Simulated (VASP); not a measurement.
# Ti6O13 (a cell with a defect) in VASP: a series of runs

Ti6O13 (a cell with a defect) is run at these levels: PBE; tasks: single point.

Everything below comes from runs of VASP 6.6.1. Logs are shortened: lines on timing, memory, paths and dates and some standing lists are left out, and cuts for length are marked.

**1. The cell of the first run**

The cell holds a defect, 19 atoms: a = 5.565 Å, b = 5.565 Å, c = 7.241 Å, α = 85.36°, β = 97.91°, γ = 64.46°.

**2. Single point, PBE, collinear spin, zero start**

INCAR

```
PREC = Accurate
ENCUT = 520
EDIFF = 1E-7
ISMEAR = 0
SIGMA = 0.05
LREAL = Auto
LASPH = True
NELM = 150
ALGO = Normal
ISIF = 2
LWAVE = False
LCHARG = False
ISPIN = 2
MAGMOM = 0 0 0 0 0 0 0 0 0 0 0 0 0 0 0 0 0 0 0
LORBIT = 11
LMAXMIX = 4
GGA = PE
NBANDS = 94
```

KPOINTS

```
Automatic mesh
0
Gamma
  3 3 2
```

POSCAR

```
Ti6O13
1.0
   -2.9684730000     -4.7076070000      0.0000000000
    2.9680560000     -4.7076070000      0.0000000000
    1.4835700000      0.2423530000      7.0834650000
Ti O
6 13
Direct
    0.9092327751      0.5683471941      0.7018473304
    0.0682846461      0.4226123295      0.3288345464
    0.4857431992      0.4954265378      0.0431458333
    0.4103377845      0.0656150167      0.7333341804
    0.5655337676      0.9143476961      0.3359204852
    0.9726342976      0.0118899137      0.0091439712
    0.8018662407      0.3766430126      0.8806963823
    0.0636788291      0.2507257109      0.5707542848
    0.7143473469      0.6507240993      0.1617842398
    0.2844532820      0.4146214682      0.8195037316
    0.9414811205      0.7344159127      0.4596667027
    0.1556063075      0.6322619420      0.1284039661
    0.3066929468      0.8830754992      0.8965982044
    0.5126685805      0.7930124887      0.5711435011
    0.1808354542      0.0980879668      0.2183379180
    0.8026387746      0.9012030916      0.8048998619
    0.6095290586      0.4561604474      0.3250893454
    0.6650324917      0.1129955841      0.1204087265
    0.4674708032      0.2652577204      0.4331158550
```

Potentials or basis: VASP PAW PBE potentials, release 64 (Ti_sv, O).

Launch:

```sh
$ cat potpaw_PBE.64/Ti_sv/POTCAR potpaw_PBE.64/O/POTCAR > POTCAR
$ mpirun -np 1 vasp_std > vasp.out
```

OUTCAR:

```text
PREC = Accurate
   ENCUT = 520
   EDIFF = 1E-7
   ISMEAR = 0
   LREAL = Auto
   LASPH = True
   NELM = 150
   ISIF = 2
   ISPIN = 2
   LORBIT = 11
   GGA = PE

 ion  position               nearest neighbor table
   1  0.909  0.568  0.702-  10 1.92   7 1.93  16 1.93  11 1.98   8 1.99  14 2.05
   2  0.068  0.423  0.329-  15 1.92   8 1.94  11 1.95   9 1.97  19 2.01  12 2.03
   3  0.486  0.495  0.043-  12 1.88  18 1.91   9 1.97  17 2.03  10 2.03  13 2.06   7 2.15
   4  0.410  0.066  0.733-  13 1.81   8 1.91  14 1.93  16 1.94  10 1.95
   5  0.566  0.914  0.336-  14 1.89  11 1.93  15 1.96   9 1.99  19 2.00  18 2.11
   6  0.973  0.012  0.009-  18 1.88   7 1.92  16 1.93  12 1.96  15 2.00  13 2.00
   7  0.802  0.377  0.881-   6 1.92   1 1.93   3 2.15
   8  0.064  0.251  0.571-   4 1.91   2 1.94   1 1.99
   9  0.714  0.651  0.162-  17 1.85   3 1.97   2 1.97   5 1.99
  10  0.284  0.415  0.820-   1 1.92   4 1.95   3 2.03
  11  0.941  0.734  0.460-   5 1.93   2 1.95   1 1.98
  12  0.156  0.632  0.128-   3 1.88   6 1.96   2 2.03
  13  0.307  0.883  0.897-   4 1.81   6 2.00   3 2.06
  14  0.513  0.793  0.571-   5 1.89   4 1.93   1 2.05
  15  0.181  0.098  0.218-   2 1.92   5 1.96   6 2.00
  16  0.803  0.901  0.805-   6 1.93   1 1.93   4 1.94
  17  0.610  0.456  0.325-  19 1.77   9 1.85   3 2.03
  18  0.665  0.113  0.120-   6 1.88   3 1.91   5 2.11
  19  0.467  0.265  0.433-  17 1.77   5 2.00   2 2.01

  LATTYP: Found a triclinic cell.
 ALAT       =     5.9365290000
 B/A-ratio  =     1.8847555920
 C/A-ratio  =     0.9374421142
 COS(alpha) =     0.0161650498
 COS(beta)  =     0.5333288007
 COS(gamma) =     0.6632848509

  Lattice vectors:

 A1 = (  -5.9365290000,   0.0000000000,   0.0000000000)
 A2 = (  -7.4214320000,  -4.4652540000,   7.0834650000)
 A3 = (  -2.9680560000,   4.7076070000,   0.0000000000)

Analysis of symmetry for initial positions (statically):
=====================================================================
 Subroutine PRICEL returns:
 Original cell was already a primitive cell.

 Routine SETGRP: Setting up the symmetry group for a
 triclinic supercell.

 Subroutine GETGRP returns: Found  1 space group operations
 (whereof  1 operations were pure point group operations)
 out of a pool of  2 trial point group operations.

The static configuration has the point symmetry C_1 .

Analysis of symmetry for dynamics (positions and initial velocities):
=====================================================================
 Subroutine PRICEL returns:
 Original cell was already a primitive cell.

 Routine SETGRP: Setting up the symmetry group for a
 triclinic supercell.

 Subroutine GETGRP returns: Found  1 space group operations
 (whereof  1 operations were pure point group operations)
 out of a pool of  2 trial point group operations.

The dynamic configuration has the point symmetry C_1 .

Analysis of structural, dynamic, and magnetic symmetry:
=====================================================================
 Subroutine PRICEL returns:
 Original cell was already a primitive cell.

 Routine SETGRP: Setting up the symmetry group for a
 triclinic supercell.

 Subroutine GETGRP returns: Found  1 space group operations
 (whereof  1 operations were pure point group operations)
 out of a pool of  2 trial point group operations.

The overall configuration has the point symmetry C_1 .

 Subroutine INISYM returns: Found  1 space group operations
 (whereof  1 operations are pure point group operations),
 and found     1 'primitive' translations

----------------------------------------------------------------------------------------

                                     Primitive cell

  volume of cell :     197.9605

  direct lattice vectors                    reciprocal lattice vectors
    -2.968473000 -4.707607000  0.000000000    -0.168448600 -0.106203614  0.038913731
     2.968056000 -4.707607000  0.000000000     0.168448600 -0.106218536 -0.031645940
     1.483570000  0.242353000  7.083465000     0.000000000  0.000000000  0.141173846

  length of vectors
     5.565374706  5.565152297  7.241214769     0.202900017  0.201640209  0.141173846

  position of ions in fractional coordinates (direct lattice)
     0.909232775  0.568347194  0.701847330
     0.068284646  0.422612329  0.328834546
     0.485743199  0.495426538  0.043145833
     0.410337785  0.065615017  0.733334180
     0.565533768  0.914347696  0.335920485
     0.972634298  0.011889914  0.009143971
[... 11 lines left out ...]
     0.665032492  0.112995584  0.120408727
     0.467470803  0.265257720  0.433115855

  ion indices of the primitive-cell ions
   primitive index   ion index
                 1           1
[... 33 lines left out ...]

  Length of vectors
     0.067633339  0.067213403  0.070586923

  Shift w.r.t. Gamma in fractional coordinates (k-lattice)
     0.000000000  0.000000000  0.000000000

 Subroutine IBZKPT returns following result:
 ===========================================

 Found     10 irreducible k-points:

 Following reciprocal coordinates:
            Coordinates               Weight
  0.000000  0.000000  0.000000      1.000000
  0.333333  0.000000 -0.000000      2.000000
  0.000000  0.333333  0.000000      2.000000
  0.333333  0.333333 -0.000000      2.000000
 -0.333333  0.333333  0.000000      2.000000
  0.000000  0.000000  0.500000      1.000000
  0.333333  0.000000  0.500000      2.000000
  0.000000  0.333333  0.500000      2.000000
  0.333333  0.333333  0.500000      2.000000
 -0.333333  0.333333  0.500000      2.000000
   k-points           NKPTS =     10   k-points in BZ     NKDIM =     10   number of bands    NBANDS=     94
   number of dos      NEDOS =    301   number of ions     NIONS =     19
   total plane-waves  NPLWV =  95256
   dimension x,y,z NGX =    42 NGY =   42 NGZ =   54
   dimension x,y,z NGXF=    84 NGYF=   84 NGZF=  108
   ions per type =               6  13
   NGX,Y,Z   is equivalent  to a cutoff of  12.55, 12.55, 12.40 a.u.
   NGXF,Y,Z  is equivalent  to a cutoff of  25.09, 25.09, 24.79 a.u.
 SYSTEM =  unknown system
   PREC   = accura    normal or accurate (medium, high low for compatibility)
   ISTART =      0    job   : 0-new  1-cont  2-samecut
   ICHARG =      2    charge: 1-file 2-atom 10-const
   ISPIN  =      2    spin polarized calculation?
   LNONCOLLINEAR =      F non collinear calculations
   LSORBIT =      F    spin-orbit coupling
   LASPH  =      T    aspherical Exc in radial PAW
   ENCUT  =  520.0 eV  38.22 Ry    6.18 a.u.  10.35 10.35 13.46*2*pi/ulx,y,z
   NELM   =    150;   NELMIN=  2; NELMDL= -5     # of ELM steps
   EDIFF  = 0.1E-06   stopping-criterion for ELM
   LREAL  =      T    real-space projection
   EDIFFG = 0.1E-05   stopping-criterion for IOM
   NSW    =      0    number of steps for IOM
   IBRION =     -1    ionic relax: 0-MD 1-quasi-New 2-CG
   NFREE  =      0    steps in history (QN), initial steepest desc. (CG)
   ISIF   =      2    stress and relaxation
   ISYM   =      2    0-nonsym 1-usesym 2-fastsym
   POTIM  = 0.5000    time-step for ionic-motion
   TEBEG  =    0.0;   TEEND  =   0.0 temperature during run
   PSTRESS=    0.0 pullay stress
   NELECT =     150.0000    total number of electrons
   NUPDOWN=      -1.0000    fix difference up-down
   EMIN   =  10.00;   EMAX   =-10.00  energy-range for DOS
   EFERMI =   0.00;   METHOD = LEGACY
   ISMEAR =     0;   SIGMA  =   0.05  broadening in eV -4-tet -1-fermi 0-gaus
   EFERMI_NEDOS =   21; number of points for ismear=-14 and -15
   IALGO  =     38    algorithm
   IMIX   =      4    mixing-type and parameters
     AMIX     =   0.40;   BMIX     =  1.00
     AMIX_MAG =   1.60;   BMIX_MAG =  1.00
  volume/ion in A,a.u.               =      10.42        70.31
  Fermi-wavevector in a.u.,A,eV,Ry     =   1.492493  2.820403 30.307472  2.227536
  Thomas-Fermi vector in A             =   2.605014
   LORBIT       =     11    0 simple, 1 ext, 2 COOP (PROOUT), +10 PAW based schemes
   GGA     = PE    functional components
   LHFCALC =     F    Hartree Fock is set to
   AEXX    =    0.0000 exact exchange contribution
   IVDW    =     0    specifies the selected vdW correction
   LEPSILON=     F    determine dielectric tensor
   LRPA    =     F    only Hartree local field effects (RPA)
 spin polarized calculation
 Gauss-broadening in eV      SIGMA  =   0.05
  energy-cutoff  :      520.00
  volume of cell :      197.96
 maximum number of plane-waves:      5345
 NGX is ok and might be reduce to    42
   NGX = 21   NGY = 21   NGZ = 27

 number of electron     150.0000015 magnetization       0.0000000

 number of electron     150.0000015 magnetization      -0.0000000

 Free energy of the ion-electron system (eV)
  ---------------------------------------------------
  ext. energy  EPLUGINS =         0.00000000
  ---------------------------------------------------
  free energy    TOTEN  =      -162.71179692 eV

  energy without entropy =     -162.71179692  energy(sigma->0) =     -162.71179692

 E-fermi :   4.6498     XC(G=0): -11.2557

 val. band max:        4.2795477572   @ k =  -0.3333   0.3333   0.5000
 cond. band min:       6.3837940416   @ k =   0.0000   0.0000   0.5000
 fundamental gap:      2.1042462844
 Fermi energy:         4.6497932253

 spin component 1

 k-point     1 :       0.0000    0.0000    0.0000
  band No.  band energies     occupation
      1     -52.3599      1.00000
      2     -52.3185      1.00000
      3     -52.2557      1.00000
      4     -52.2421      1.00000
      5     -52.2008      1.00000
      6     -52.0660      1.00000
[... 889 lines left out ...]
     86       7.7644      0.00000
     87       7.8638      0.00000
 Fermi energy:         4.6497932253

 spin component 2

 k-point     1 :       0.0000    0.0000    0.0000
  band No.  band energies     occupation
      1     -52.3599      1.00000
      2     -52.3185      1.00000
      3     -52.2557      1.00000
      4     -52.2421      1.00000
      5     -52.2008      1.00000
      6     -52.0660      1.00000
[... 889 lines left out ...]
     86       7.7644      0.00000
     87       7.8638      0.00000
 [bands above 87 left out]

------------------------ aborting loop because EDIFF is reached ----------------------------------------

  FORCE on cell =-STRESS in cart. coord.  units (eV):
  Direction    XX          YY          ZZ          XY          YZ          ZX
  --------------------------------------------------------------------------------------
  -------------------------------------------------------------------------------------
  Total       12.2931143      8.2662674     12.5816048      0.4056351     -4.8920044      0.0773571
  in kB       99.4933272     66.9023671    101.8282020      3.2829750    -39.5930423      0.6260832
  external PRESSURE =      89.4079655 kB  Pullay stress =       0.0000000 kB

 VOLUME and BASIS-vectors are now :
 -----------------------------------------------------------------------------
  energy-cutoff  :      520.00
  volume of cell :      197.96
      direct lattice vectors                 reciprocal lattice vectors
    -2.968473000 -4.707607000  0.000000000    -0.168448600 -0.106203614  0.038913731
     2.968056000 -4.707607000  0.000000000     0.168448600 -0.106218536 -0.031645940
     1.483570000  0.242353000  7.083465000     0.000000000  0.000000000  0.141173846

 POSITION                                       TOTAL-FORCE (eV/Angst)
 -----------------------------------------------------------------------------------
      0.02909     -6.78577      4.97151        -0.006134      0.036349      0.008161
      1.53948     -2.23126      2.32929         0.017848     -0.064090     -0.022744
      0.09255     -4.60850      0.30562         0.004385     -0.029658     -0.097104
      0.06462     -2.06287      5.19455        -0.002306     -0.070941     -0.005200
      1.53343     -6.88529      2.37948         0.034909     -0.017321     -0.085596
     -2.83838     -4.63254      0.06477        -0.063627     -0.048702     -0.026049
[... 11 lines left out ...]
     -1.46012     -3.63347      0.85291        -0.018756      0.084562      0.045082
      0.04218     -3.34443      3.06796        -0.018209     -0.063852      0.028281
 -----------------------------------------------------------------------------------
    total drift:                               -0.015171     -0.017286      0.023296

  FREE ENERGIE OF THE ION-ELECTRON SYSTEM (eV)
  ---------------------------------------------------
  free  energy   TOTEN  =      -162.7117969229 eV

  energy  without entropy=     -162.7117969229  energy(sigma->0) =     -162.71179692

 total charge

# of ion       s       p       d       tot
------------------------------------------
    1        2.221   6.293   1.755  10.269
    2        2.216   6.289   1.766  10.272
    3        2.216   6.286   1.782  10.285
    4        2.235   6.296   1.842  10.374
    5        2.215   6.282   1.773  10.269
    6        2.231   6.315   1.759  10.304
[... 11 lines left out ...]
   18        1.578   3.502   0.000   5.080
   19        1.583   3.358   0.000   4.941
--------------------------------------------------
tot         33.922  82.713  10.677 127.312

 magnetization (x)

# of ion       s       p       d       tot
------------------------------------------
    1        0.000   0.000   0.000   0.000
    2        0.000   0.000   0.000   0.000
    3        0.000  -0.000  -0.000  -0.000
    4        0.000  -0.000   0.000   0.000
    5        0.000   0.000   0.000   0.000
    6        0.000  -0.000   0.000   0.000
[... 11 lines left out ...]
   18        0.000  -0.000   0.000  -0.000
   19       -0.000  -0.000   0.000  -0.000
--------------------------------------------------
tot          0.000  -0.000   0.000  -0.000
```

It took 32 min on 1 thread of AMD EPYC, shared host; peak memory 0.46 GiB.

Results:

```
Free energy                                           : -162.7118 eV
Pressure                                              : 8.9 GPa
Largest force                                         : 0.123 eV/Å
Band gap on the k mesh                                : 2.10 eV
Net moment                                            : 0.00 μB per cell
Valence electrons inside the program's atomic spheres : Ti 10.27, 10.29, 10.37, 10.30 (each value once); O 5.06, 5.07, 5.03, 5.08, 5.09, 4.82, 4.94 (each value once)
```

Forces on the atoms (eV/Å):
```
Ti  -0.006  0.036  0.008
Ti   0.018 -0.064 -0.023
Ti   0.004 -0.030 -0.097
Ti  -0.002 -0.071 -0.005
Ti   0.035 -0.017 -0.086
Ti  -0.064 -0.049 -0.026
O    0.042  0.007  0.008
O    0.017  0.062 -0.017
O    0.009 -0.051 -0.026
O    0.025 -0.022  0.021
O    0.001 -0.063 -0.009
O    0.039  0.056  0.038
O   -0.005  0.053  0.046
O   -0.041  0.082 -0.011
O   -0.026  0.028 -0.010
O   -0.023 -0.039  0.010
O    0.013  0.062  0.106
O   -0.019  0.085  0.045
O   -0.018 -0.064  0.028
```

Stress tensor (GPa, compression positive):
```
 9.95  0.33  0.06
 0.33  6.69 -3.96
 0.06 -3.96 10.18
```

Caveat: the k points lie up to 0.44 Å⁻¹ apart.

[end of part 1 of 2]
